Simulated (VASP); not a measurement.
A run of VASP 6.6.1 is set up as follows.

The input INCAR:

```
SYSTEM = HfC
  ALGO = Normal
  EDIFF = 1E-6
  ENCUT = 520
  ISIF = 2
  ISMEAR = -1
  LASPH = .TRUE.
  LCHARG = .FALSE.
  LREAL = .FALSE.
  LWAVE = .FALSE.
  NBANDS = 22
  NELM = 60
  PREC = Accurate
  SIGMA = 0.05
```

File KPOINTS:

```
k-points
0
G
  9 9 5
  0 0 0
```

Contents of POSCAR:

```
HfC
1.0
    3.3868561774      0.0000000000      0.0000000000
   -1.6934280887      2.9331034886      0.0000000000
    0.0000000000      0.0000000000      5.2711786145
Hf C
2 2
Direct
    0.3333333333      0.6666666667      0.2500000000
    0.6666666667      0.3333333333      0.7500000000
    0.0000000000      0.0000000000      0.5000000000
    0.0000000000      0.0000000000      0.0000000000
```

Potentials or basis: VASP PAW LDA potentials, release 64 (Hf_pv, C).

The run is started by

```console
$ cat potpaw_LDA.64/Hf_pv/POTCAR potpaw_LDA.64/C/POTCAR > POTCAR
$ mpirun -np 1 vasp_std > vasp.out
```

Problem. Estimate the pressure.

Solution. -20.0 GPa.

Problem. Predict the band gap on the k mesh.

Solution. Zero (band 14 reaches 6.94 eV, above the bottom of band 15 at 5.90 eV).

Stress tensor (GPa, compression positive):
```
-21.28   0.00   0.00
  0.00 -21.28   0.00
  0.00   0.00 -17.55
```

Caveat: spin-orbit coupling is left out, which moves the levels of the heavy elements.
